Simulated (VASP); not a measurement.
Here is a VASP 6.6.1 calculation.

Contents of POSCAR:

```
GaN
1.0
    0.0000000000      2.1814839649      2.1814839649
    2.1814839649      0.0000000000      2.1814839649
    2.1814839649      2.1814839649      0.0000000000
Ga N
1 1
Direct
    0.0000000000      0.0000000000      0.0000000000
    0.2500000000      0.2500000000      0.2500000000
```

The input INCAR.step1:

```
SYSTEM = GaN
PREC     = Accurate       ! precision mode
ENCUT    = 520            ! plane-wave cutoff, eV
EDIFF    = 1E-5           ! SCF threshold, eV
ISMEAR   = 0              ! smearing method
SIGMA    = 0.01           ! smearing width, eV
LREAL    = .FALSE.        ! projectors in reciprocal space
LASPH    = .TRUE.         ! aspherical terms in the spheres
NELM     = 100            ! most SCF steps
ALGO     = Normal         ! electronic algorithm
ISIF     = 2              ! what is computed and relaxed
LWAVE    = .TRUE.         ! write WAVECAR
LCHARG   = .FALSE.        ! write CHGCAR
NBANDS   = 16             ! bands
GGA      = PE             ! functional
```

Contents of INCAR.step2:

```
SYSTEM = GaN
PREC     = Accurate       ! precision mode
ENCUT    = 520            ! plane-wave cutoff, eV
EDIFF    = 1E-6           ! SCF threshold, eV
ISMEAR   = 0              ! smearing method
SIGMA    = 0.01           ! smearing width, eV
LREAL    = .FALSE.        ! projectors in reciprocal space
LASPH    = .TRUE.         ! aspherical terms in the spheres
NELM     = 100            ! most SCF steps
ALGO     = Normal         ! electronic algorithm
ISIF     = 2              ! what is computed and relaxed
LWAVE    = .FALSE.        ! write WAVECAR
LCHARG   = .FALSE.        ! write CHGCAR
GGA      = PE             ! functional
LHFCALC  = .TRUE.         ! exact exchange
HFSCREEN = 0.2079         ! screening, 1/A
PRECFOCK = Normal       
NBANDS   = 16             ! bands
ISTART   = 1
```

The input KPOINTS:

```
regular mesh
0
G
  6 6 6
  0 0 0
```

Potentials or basis: VASP PAW PBE potentials, release 64 (Ga_d, N).

Launch:

```sh
$ cat potpaw_PBE.64/Ga_d/POTCAR potpaw_PBE.64/N/POTCAR > POTCAR
$ cp INCAR.step1 INCAR
$ mpirun -np 1 vasp_std > vasp.out
$ cp INCAR.step2 INCAR
$ mpirun -np 1 vasp_std > vasp.out
```

(1) Estimate the pressure.

(2) Estimate the band gap on the k mesh.

## Answers

(1) 21.7 GPa.

(2) 3.70 eV.

Caveat: the cell differs from its parent crystal (strain -3.0%); the cell stands under pressure; the structure was generated, so it needn't be the stable form of GaN; the PAW data sets were made with another functional, which shifts forces and pressure a little.
